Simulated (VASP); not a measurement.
Wanted: the native input for a VASP 6.6.1 run.

```yaml
Task: single point
Functional: PBE
Potentials_or_basis: VASP PAW PBE potentials, release 64 (Ca_sv, C, O)
Cutoff: 520 eV
k_mesh: 4 × 4 × 1
Occupations: gaussian, width 0.1 eV
Spin: no spin polarisation
Dipole_correction: yes
Further_INCAR_settings: ALGO = Normal; EDIFF = 1e-07; NBANDS = 56
```

The structure of Ca8CO lies in POSCAR:

```
Ca8CO
1.0
    7.8132359319      0.0000000000      0.0000000000
    0.0000000000      7.8132359319      0.0000000000
    0.0000000000      0.0000000000     20.6093934330
Ca C O
8 1 1
Direct
    0.2500000000      0.2500000000      0.1940862555
    0.2500000000      0.7500000000      0.1940862555
    0.7500000000      0.2500000000      0.1940862555
    0.7500000000      0.7500000000      0.1940862555
    0.0000000000      0.0000000000      0.3206981057
    0.0000000000      0.5000000000      0.3206981057
    0.5000000000      0.0000000000      0.3206981057
    0.5000000000      0.5000000000      0.3206981057
    0.0554583257      0.7500000000      0.4060960581
    0.4445416743      0.7500000000      0.4060960581
```

These files were run (other wordings do the same):

INCAR

```
PREC = Accurate ; ENCUT = 520
EDIFF = 1E-7 ; ISMEAR = 0
SIGMA = 0.1 ; LREAL = F
LASPH = T ; NELM = 60
ALGO = Normal ; ISIF = 2
LWAVE = F ; LCHARG = F
LDIPOL = T ; IDIPOL = 3
DIPOL = 0.5 0.5 0.287 ; GGA = PE
NBANDS = 56
```

KPOINTS

```
Automatic mesh
0
Gamma
  4 4 1
```

Potentials or basis: VASP PAW PBE potentials, release 64 (Ca_sv, C, O).

Launch:

```console
$ cat potpaw_PBE.64/Ca_sv/POTCAR potpaw_PBE.64/C/POTCAR potpaw_PBE.64/O/POTCAR > POTCAR
$ mpirun -np 1 vasp_std > vasp.out
```

Results of the run:

The largest force is 2.844 eV/Å and the band gap on the k mesh is zero (bands 45 and 46 overlap by 0.10 eV).

Run time: 37 min on 1 thread of Intel(R) Xeon(R) Platinum 8124M CPU @ 3.00GHz (Skylake/Cascade Lake), on a shared host, peak memory 1.3 GiB.
